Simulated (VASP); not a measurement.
**Pb: single point with LDA**

The system is Pb.

```
Pb
1.0
     0.00000    3.48426    3.48426
     3.48426    0.00000    3.48426
     3.48426    3.48426    0.00000
Pb
2
Direct
  0.25000 0.25000 0.25000
  0.00000 0.00000 0.00000
```

```
Program                : VASP 6.6.1
Task                   : single point
Functional             : LDA
Potentials or basis    : VASP PAW LDA potentials, release 64 (Pb_d)
Cutoff                 : 520 eV
k mesh                 : 7 × 7 × 7
Occupations            : fermi-dirac, width 0.05 eV
Spin                   : no spin polarisation
Dipole correction      : no
Further INCAR settings : ALGO = Fast; EDIFF = 1e-06; NBANDS = 21
```

- Pressure: -1.8 GPa
- Band gap on the k mesh: zero (band 14 reaches 4.08 eV, above the bottom of band 15 at 3.03 eV)

Levels at points of the mesh, in eV from the Fermi level:
| k point | band 11 | band 12 | band 13 | band 14 | band 15 | band 16 | band 17 | band 18 |
| --- | --- | --- | --- | --- | --- | --- | --- | --- |
| (0.00, 0.00, 0.00) | -10.93 | -4.16 | 0.38 | 0.38 | 0.38 | 2.36 | 2.36 | 2.36 |

Run time: 58 s on 1 thread of AMD EPYC 7R43 64-Core Processor (Zen 3), on a shared host, peak memory 0.16 GiB.

Caveat: spin-orbit coupling is left out, which moves the levels of the heavy elements.
